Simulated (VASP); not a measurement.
Here is a VASP 6.6.1 calculation.

INCAR

```
SYSTEM = Co
PREC = Accurate
ENCUT = 520
EDIFF = 1E-8
ISMEAR = -1
SIGMA = 0.05
LREAL = .FALSE.
LASPH = .TRUE.
NELM = 150
ALGO = Normal
ISIF = 2
LWAVE = .FALSE.
LCHARG = .FALSE.
ISPIN = 2
MAGMOM = 2 2
LORBIT = 11
LMAXMIX = 4
GGA = PS
LEFG = .TRUE.
NBANDS = 20
```

File KPOINTS:

```
Automatic mesh
0
G
  19 19 10
  0 0 0
```

The input POSCAR:

```
Co
1.0
    2.4686208520      0.0000000000      0.0000000000
   -1.2343104260      2.1378883702      0.0000000000
    0.0000000000      0.0000000000      4.0910000000
Co
2
Direct
    0.3333333333      0.6666666667      0.2500000000
    0.6666666667      0.3333333333      0.7500000000
```

Potentials or basis: VASP PAW PBE potentials, release 64 (Co).

Run with:

```bash
$ cat potpaw_PBE.64/Co/POTCAR > POTCAR
$ mpirun -np 1 vasp_std > vasp.out
```

**Question.** What does it give for the pressure?

**Answer.** -9.4 GPa.

**Question.** Predict the site moments.

**Answer.** Co +1.61 μB.

**Question.** What does it give for the net moment?

**Answer.** 3.20 μB per cell.

Stress tensor (GPa, compression positive):
```
 -6.97   0.00   0.00
  0.00  -6.97   0.00
  0.00   0.00 -14.38
```

Caveat: the cell differs from its parent crystal (equal xx and yy strain of -2 %); without QUAD_EFG the Cq values of the log hold for a quadrupole moment of 1 mb, not for the nuclei; the PAW data sets were made with another functional, which shifts forces and pressure a little.
